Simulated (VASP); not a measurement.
# Ni (Im-3m) in VASP: further runs

Ni is run at these levels: r2SCAN, B3LYP, PBEsol; tasks: single point.

Program: VASP 6.6.1. These are calculated values, not measurements. Logs are shortened: lines on timing, memory, paths and dates and some standing lists are left out, and cuts for length are marked.

### Step 1. The cell of the first run

It takes space group Im-3m (No. 229, cubic). The conventional cell has a = 2.822 Å, b = 2.822 Å, c = 2.822 Å, α = 90.00°, β = 90.00°, γ = 90.00°. Ni (site symmetry m-3m) has 14 Ni at 2.44 to 2.82 Å within 3.2 Å.

This isn't the form of Ni at room conditions, which is fcc.

### Step 2. Single point, r2SCAN, collinear spin, ferromagnetic start

POSCAR

```
Ni
1.0
   -1.4108540358      1.4108540358      1.4108540358
    1.4108540358     -1.4108540358      1.4108540358
    1.4108540358      1.4108540358     -1.4108540358
Ni
1
Direct
    0.0000000000      0.0000000000      0.0000000000
```

INCAR.step1

```
SYSTEM = Ni
  PREC = Accurate
  ENCUT = 650
  ISMEAR = -1
  SIGMA = 0.05
  LREAL = .FALSE.
  LASPH = .TRUE.
  NELM = 200
  ISPIN = 2
  MAGMOM = 1
  LMAXMIX = 4
  NBANDS = 19
  GGA = PE
  ALGO = Normal
  EDIFF = 1E-5
  LWAVE = .TRUE.
  LCHARG = .FALSE.
  GGA_COMPAT = .FALSE.
```

INCAR.step2

```
SYSTEM = Ni
  PREC = Accurate
  ENCUT = 650
  EDIFF = 1E-6
  ISMEAR = -1
  SIGMA = 0.05
  LREAL = .FALSE.
  LASPH = .TRUE.
  NELM = 200
  ALGO = Normal
  ISIF = 2
  LWAVE = .FALSE.
  LCHARG = .FALSE.
  ISPIN = 2
  MAGMOM = 1
  LORBIT = 11
  LMAXMIX = 4
  METAGGA = R2SCAN
  LMIXTAU = .TRUE.
  NBANDS = 19
  ISTART = 1
  GGA_COMPAT = .FALSE.
```

KPOINTS

```
regular mesh
0
G
  13 13 13
  0 0 0
```

Potentials or basis: VASP PAW PBE potentials, release 64 (Ni_sv_GW).

The run is started by

```bash
$ cat potpaw_PBE.64/Ni_sv_GW/POTCAR > POTCAR
$ cp INCAR.step1 INCAR
$ mpirun -np 1 vasp_std > vasp.out
$ cp INCAR.step2 INCAR
$ mpirun -np 1 vasp_std > vasp.out
```

OUTCAR:

```text
SYSTEM = Ni
   PREC = Accurate
   ENCUT = 650
   EDIFF = 1E-6
   ISMEAR = -1
   LREAL = .FALSE.
   LASPH = .TRUE.
   NELM = 200
   ISIF = 2
   ISPIN = 2
   LORBIT = 11
   METAGGA = R2SCAN
   ISTART = 1

 ion  position               nearest neighbor table
   1  0.000  0.000  0.000-

  LATTYP: Found a body centered cubic cell.
 ALAT       =     2.8217080716

  Lattice vectors:

 A1 = (  -1.4108540358,   1.4108540358,   1.4108540358)
 A2 = (   1.4108540358,  -1.4108540358,   1.4108540358)
 A3 = (   1.4108540358,   1.4108540358,  -1.4108540358)

Analysis of symmetry for initial positions (statically):
=====================================================================
 Subroutine PRICEL returns:
 Original cell was already a primitive cell.

 Routine SETGRP: Setting up the symmetry group for a
 body centered cubic supercell.

 Subroutine GETGRP returns: Found 48 space group operations
 (whereof 48 operations were pure point group operations)
 out of a pool of 48 trial point group operations.

The static configuration has the point symmetry O_h .

Analysis of symmetry for dynamics (positions and initial velocities):
=====================================================================
 Subroutine PRICEL returns:
 Original cell was already a primitive cell.

 Routine SETGRP: Setting up the symmetry group for a
 body centered cubic supercell.

 Subroutine GETGRP returns: Found 48 space group operations
 (whereof 48 operations were pure point group operations)
 out of a pool of 48 trial point group operations.

The dynamic configuration has the point symmetry O_h .

Analysis of structural, dynamic, and magnetic symmetry:
=====================================================================
 Subroutine PRICEL returns:
 Original cell was already a primitive cell.

 Routine SETGRP: Setting up the symmetry group for a
 body centered cubic supercell.

 Subroutine GETGRP returns: Found 48 space group operations
 (whereof 48 operations were pure point group operations)
 out of a pool of 48 trial point group operations.

The overall configuration has the point symmetry O_h .

 Subroutine INISYM returns: Found 48 space group operations
 (whereof 48 operations are pure point group operations),
 and found     1 'primitive' translations

----------------------------------------------------------------------------------------

                                     Primitive cell

  volume of cell :      11.2333

  direct lattice vectors                    reciprocal lattice vectors
    -1.410854036  1.410854036  1.410854036     0.000000000  0.354395272  0.354395272
     1.410854036 -1.410854036  1.410854036     0.354395272  0.000000000  0.354395272
     1.410854036  1.410854036 -1.410854036     0.354395272  0.354395272  0.000000000

  length of vectors
     2.443670872  2.443670872  2.443670872     0.501190600  0.501190600  0.501190600

  position of ions in fractional coordinates (direct lattice)
     0.000000000  0.000000000  0.000000000

  ion indices of the primitive-cell ions
   primitive index   ion index
                 1           1

----------------------------------------------------------------------------------------

 KPOINTS: regular mesh

Automatic generation of k-mesh.
 Grid dimensions read from file:
 generate k-points for:   13   13   13

 Generating k-lattice:

  Cartesian coordinates                     Fractional coordinates (reciprocal lattice)
     0.000000000  0.027261175  0.027261175     0.076923077  0.000000000  0.000000000
     0.027261175  0.000000000  0.027261175     0.000000000  0.076923077  0.000000000
     0.027261175  0.027261175  0.000000000     0.000000000  0.000000000  0.076923077

  Length of vectors
     0.038553123  0.038553123  0.038553123

  Shift w.r.t. Gamma in fractional coordinates (k-lattice)
     0.000000000  0.000000000  0.000000000

 Subroutine IBZKPT returns following result:
 ===========================================

 Found     84 irreducible k-points:

 Following reciprocal coordinates:
            Coordinates               Weight
  0.000000  0.000000  0.000000      1.000000
  0.076923  0.000000  0.000000     12.000000
  0.153846  0.000000  0.000000     12.000000
  0.230769  0.000000  0.000000     12.000000
  0.307692  0.000000  0.000000     12.000000
  0.384615  0.000000  0.000000     12.000000
[... 16 lines left out ...]
  0.153846  0.076923  0.076923     24.000000
  0.230769  0.076923  0.076923     24.000000
 [... further k-points ...]
   k-points           NKPTS =     84   k-points in BZ     NKDIM =     84   number of bands    NBANDS=     19
   number of dos      NEDOS =    301   number of ions     NIONS =      1
   total plane-waves  NPLWV =   8000
   dimension x,y,z NGX =    20 NGY =   20 NGZ =   20
   dimension x,y,z NGXF=    40 NGYF=   40 NGZF=   40
   ions per type =               1
   NGX,Y,Z   is equivalent  to a cutoff of  13.61, 13.61, 13.61 a.u.
   NGXF,Y,Z  is equivalent  to a cutoff of  27.21, 27.21, 27.21 a.u.
 SYSTEM =  Ni
   PREC   = accura    normal or accurate (medium, high low for compatibility)
   ISTART =      1    job   : 0-new  1-cont  2-samecut
   ICHARG =      0    charge: 1-file 2-atom 10-const
   ISPIN  =      2    spin polarized calculation?
   LNONCOLLINEAR =      F non collinear calculations
   LSORBIT =      F    spin-orbit coupling
   LASPH  =      T    aspherical Exc in radial PAW
   ENCUT  =  650.0 eV  47.77 Ry    6.91 a.u.   5.08  5.08  5.08*2*pi/ulx,y,z
   NELM   =    200;   NELMIN=  2; NELMDL=  0     # of ELM steps
   EDIFF  = 0.1E-05   stopping-criterion for ELM
   LREAL  =      F    real-space projection
   EDIFFG = 0.1E-04   stopping-criterion for IOM
   NSW    =      0    number of steps for IOM
   IBRION =     -1    ionic relax: 0-MD 1-quasi-New 2-CG
   NFREE  =      0    steps in history (QN), initial steepest desc. (CG)
   ISIF   =      2    stress and relaxation
   ISYM   =      2    0-nonsym 1-usesym 2-fastsym
   POTIM  = 0.5000    time-step for ionic-motion
   TEBEG  =    0.0;   TEEND  =   0.0 temperature during run
   PSTRESS=    0.0 pullay stress
   NELECT =      18.0000    total number of electrons
   NUPDOWN=      -1.0000    fix difference up-down
   EMIN   =  10.00;   EMAX   =-10.00  energy-range for DOS
   EFERMI =   0.00;   METHOD = LEGACY
   ISMEAR =    -1;   SIGMA  =   0.05  broadening in eV -4-tet -1-fermi 0-gaus
   EFERMI_NEDOS =   21; number of points for ismear=-14 and -15
   IALGO  =     38    algorithm
   IMIX   =      4    mixing-type and parameters
     AMIX     =   0.40;   BMIX     =  1.00
     AMIX_MAG =   1.60;   BMIX_MAG =  1.00
  volume/ion in A,a.u.               =      11.23        75.81
  Fermi-wavevector in a.u.,A,eV,Ry     =   1.915712  3.620171 49.932742  3.669953
  Thomas-Fermi vector in A             =   2.951338
   LORBIT       =     11    0 simple, 1 ext, 2 COOP (PROOUT), +10 PAW based schemes
   METAGGA = R2SCAN    functional components
   LHFCALC =     F    Hartree Fock is set to
   AEXX    =    0.0000 exact exchange contribution
   IVDW    =     0    specifies the selected vdW correction
   LEPSILON=     F    determine dielectric tensor
   LRPA    =     F    only Hartree local field effects (RPA)
 spin polarized calculation
  energy-cutoff  :      650.00
  volume of cell :       11.23
 maximum number of plane-waves:       434
   NGX = 11   NGY = 11   NGZ = 11

 number of electron      18.0000026 magnetization       0.6560609

 Free energy of the ion-electron system (eV)
  ---------------------------------------------------
  ext. energy  EPLUGINS =         0.00000000
  ---------------------------------------------------
  free energy    TOTEN  =       -12.75487370 eV

  energy without entropy =      -12.74486833  energy(sigma->0) =      -12.74987101

 E-fermi :   7.2005     XC(G=0): -14.8452

 val. band max:        7.1995088361   @ k =  -0.3077   0.3846   0.0769
 cond. band min:       7.2027601497   @ k =  -0.3077   0.3077   0.3077
 fundamental gap:      0.0032513136
 Fermi energy:         7.2005177150

 spin component 1

 k-point     1 :       0.0000    0.0000    0.0000
  band No.  band energies     occupation
      1    -100.1296      1.00000
      2     -58.9296      1.00000
      3     -58.9296      1.00000
      4     -58.9296      1.00000
      5      -1.8924      1.00000
      6       4.5766      1.00000
[... 11 lines left out ...]
     18      39.9472      0.00000
     19      40.1138      0.00000

 k-point     2 :       0.0769    0.0000    0.0000
  band No.  band energies     occupation
      1    -100.1268      1.00000
      2     -58.9402      1.00000
      3     -58.9329      1.00000
      4     -58.9293      1.00000
      5      -1.6452      1.00000
      6       4.5239      1.00000
[... 11 lines left out ...]
     18      40.9982      0.00000
     19      42.4072      0.00000

 k-point     3 :       0.1538    0.0000    0.0000
  band No.  band energies     occupation
      1    -100.1220      1.00000
      2     -58.9730      1.00000
      3     -58.9445      1.00000
      4     -58.9289      1.00000
      5      -0.9255      1.00000
      6       4.3792      1.00000
[... 11 lines left out ...]
     18      43.2162      0.00000
     19      45.8749      0.00000

 k-point     4 :       0.2308    0.0000    0.0000
  band No.  band energies     occupation
      1    -100.1146      1.00000
      2     -59.0181      1.00000
      3     -58.9602      1.00000
      4     -58.9282      1.00000
      5       0.1789      1.00000
      6       4.1794      1.00000
[... 407 lines left out ...]
     18      40.3594      0.00000
     19      45.9287      0.00000

 k-point    23 :       0.1538    0.0769    0.0769
  band No.  band energies     occupation
      1    -100.1127      1.00000
      2     -59.0353      1.00000
      3     -58.9536      1.00000
      4     -58.9377      1.00000
      5       0.6088      1.00000
      6       4.1200      1.00000
[... 11 lines left out ...]
     18      43.2548      0.00000
     19      47.3810      0.00000

 k-point    24 :       0.2308    0.0769    0.0769
  band No.  band energies     occupation
      1    -100.1060      1.00000
      2     -59.0722      1.00000
      3     -58.9746      1.00000
      4     -58.9382      1.00000
      5       1.7955      1.00000
      6       3.9143      1.00000
[... 11 lines left out ...]
     18      47.0000      0.00000
     19      50.0982      0.00000

 [... further k-points ...]

 spin component 2

 k-point     1 :       0.0000    0.0000    0.0000
  band No.  band energies     occupation
      1     -98.9413      1.00000
      2     -57.7568      1.00000
      3     -57.7568      1.00000
      4     -57.7568      1.00000
      5      -2.1096      1.00000
      6       5.7892      1.00000
[... 11 lines left out ...]
     18      40.4258      0.00000
     19      40.4659      0.00000

 k-point     2 :       0.0769    0.0000    0.0000
  band No.  band energies     occupation
      1     -98.9383      1.00000
      2     -57.7680      1.00000
      3     -57.7602      1.00000
      4     -57.7564      1.00000
      5      -1.8605      1.00000
      6       5.7287      1.00000
[... 11 lines left out ...]
     18      41.2949      0.00000
     19      42.6719      0.00000

 k-point     3 :       0.1538    0.0000    0.0000
  band No.  band energies     occupation
      1     -98.9333      1.00000
      2     -57.8028      1.00000
      3     -57.7724      1.00000
      4     -57.7561      1.00000
      5      -1.1322      1.00000
      6       5.5629      1.00000
[... 11 lines left out ...]
     18      43.4356      0.00000
     19      46.1441      0.00000

 k-point     4 :       0.2308    0.0000    0.0000
  band No.  band energies     occupation
      1     -98.9254      1.00000
      2     -57.8508      1.00000
      3     -57.7889      1.00000
      4     -57.7554      1.00000
      5       0.0050      1.00000
      6       5.3349      1.00000
[... 407 lines left out ...]
     18      40.5625      0.00000
     19      46.2362      0.00000

 k-point    23 :       0.1538    0.0769    0.0769
  band No.  band energies     occupation
      1     -98.9234      1.00000
      2     -57.8689      1.00000
      3     -57.7821      1.00000
      4     -57.7654      1.00000
      5       0.4499      1.00000
      6       5.2270      1.00000
[... 11 lines left out ...]
     18      43.4769      0.00000
     19      47.6378      0.00000

 k-point    24 :       0.2308    0.0769    0.0769
  band No.  band energies     occupation
      1     -98.9163      1.00000
      2     -57.9081      1.00000
      3     -57.8042      1.00000
      4     -57.7659      1.00000
      5       1.7768      1.00000
      6       4.9996      1.00000
[... 11 lines left out ...]
     18      47.2102      0.00000
     19      50.3479      0.00000

 [... further k-points ...]

------------------------ aborting loop because EDIFF is reached ----------------------------------------

  FORCE on cell =-STRESS in cart. coord.  units (eV):
  Direction    XX          YY          ZZ          XY          YZ          ZX
  --------------------------------------------------------------------------------------
  -------------------------------------------------------------------------------------
  Total       -1.0036192     -1.0036192     -1.0036192      0.0000000     -0.0000000      0.0000000
  in kB     -143.1440540   -143.1440540   -143.1440540      0.0000000     -0.0000000      0.0000000
  external PRESSURE =    -143.1440540 kB  Pullay stress =       0.0000000 kB

 VOLUME and BASIS-vectors are now :
 -----------------------------------------------------------------------------
  energy-cutoff  :      650.00
  volume of cell :       11.23
      direct lattice vectors                 reciprocal lattice vectors
    -1.410854036  1.410854036  1.410854036     0.000000000  0.354395272  0.354395272
     1.410854036 -1.410854036  1.410854036     0.354395272  0.000000000  0.354395272
     1.410854036  1.410854036 -1.410854036     0.354395272  0.354395272  0.000000000

 POSITION                                       TOTAL-FORCE (eV/Angst)
 -----------------------------------------------------------------------------------
      0.00000      0.00000      0.00000        -0.000000     -0.000000     -0.000000
 -----------------------------------------------------------------------------------
    total drift:                                0.000000      0.000000      0.000000

  FREE ENERGIE OF THE ION-ELECTRON SYSTEM (eV)
  ---------------------------------------------------
  free  energy   TOTEN  =       -12.7548737013 eV

  energy  without entropy=      -12.7448683282  energy(sigma->0) =      -12.74987101

 total charge

# of ion       s       p       d       f       tot
--------------------------------------------------
    1        2.228   6.274   7.832   0.004  16.337

 magnetization (x)

# of ion       s       p       d       f       tot
--------------------------------------------------
    1       -0.003  -0.022   0.743  -0.000   0.718
```

Wall time 1.9 min (1 thread of Intel Xeon Platinum 8488C (Sapphire Rapids), shared host); peak memory 0.17 GiB.

What came out:

```
Free energy                                           : -12.7549 eV
Pressure                                              : -14.3 GPa
Net moment                                            : 0.66 μB per cell
Site moments                                          : Ni +0.72 μB
Valence electrons inside the program's atomic spheres : Ni 16.34
```

Caveat: the cell stands under tension; the PAW data sets were made with another functional, which shifts forces and pressure a little.

(Continued in part 2 of 2.)
